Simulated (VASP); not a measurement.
Write the native input for VASP 6.6.1 that does the following.

* Task: relaxation of cell and atoms
* Functional: PBE
* Potentials or basis: VASP PAW PBE potentials, release 64 (Li_sv)
* Cutoff: 600 eV
* k mesh: 3 × 3 × 2, shifted
* Occupations: gaussian, width 0.1 eV
* Spin: no spin polarisation
* Dipole correction: no
* Further INCAR settings: ALGO = Normal; EDIFF = 1e-06; ISYM = 0; IBRION = 2; EDIFFG = -0.09; NSW = 50; ISIF = 3

The structure of Li lies in POSCAR:

```
Li
1.0
    3.1110021516      0.0000000000      0.0000000000
   -1.5555010758      2.6942068945      0.0000000000
    0.0000000000      0.0000000000      5.0930000000
Li
2
Direct
    0.3333333333      0.6666666667      0.2500000000
    0.6666666667      0.3333333333      0.7500000000
```

This isn't the form of Li at room conditions, which is bcc.

The input as run:

INCAR

```
SYSTEM = Li
  ALGO = Normal
  EDIFF = 1E-6
  EDIFFG = -0.09
  ENCUT = 600
  GGA = PE
  IBRION = 2
  ISIF = 3
  ISMEAR = 0
  ISYM = 0
  LASPH = .True.
  LCHARG = .False.
  LREAL = .False.
  LWAVE = .False.
  NELM = 80
  NSW = 50
  PREC = Accurate
  SIGMA = 0.1
```

KPOINTS

```
Automatic mesh
0
Gamma
  3 3 2
  0.5 0.5 0.5
```

Potentials or basis: VASP PAW PBE potentials, release 64 (Li_sv).

Command:

```sh
$ cat potpaw_PBE.64/Li_sv/POTCAR > POTCAR
$ mpirun -np 1 vasp_std > vasp.out
```

Results of the run:

```
Pressure after relaxing : -0.4 GPa
Band gap on the k mesh  : zero (bands 3 and 4 overlap by 0.79 eV)
```

Caveat: the k points lie up to 0.78 Å⁻¹ apart in the final cell, too coarse for converged energies and pressures of a metal; the cutoff is under 1.25 times the usual one of these potentials, so pressure, stress and relaxed cells hold a basis-set (Pulay) error; the relaxation stopped at its first step, so nothing moved.

It took 13 s on 1 thread of Intel Xeon 8259CL, on a shared host, peak memory 0.16 GiB.
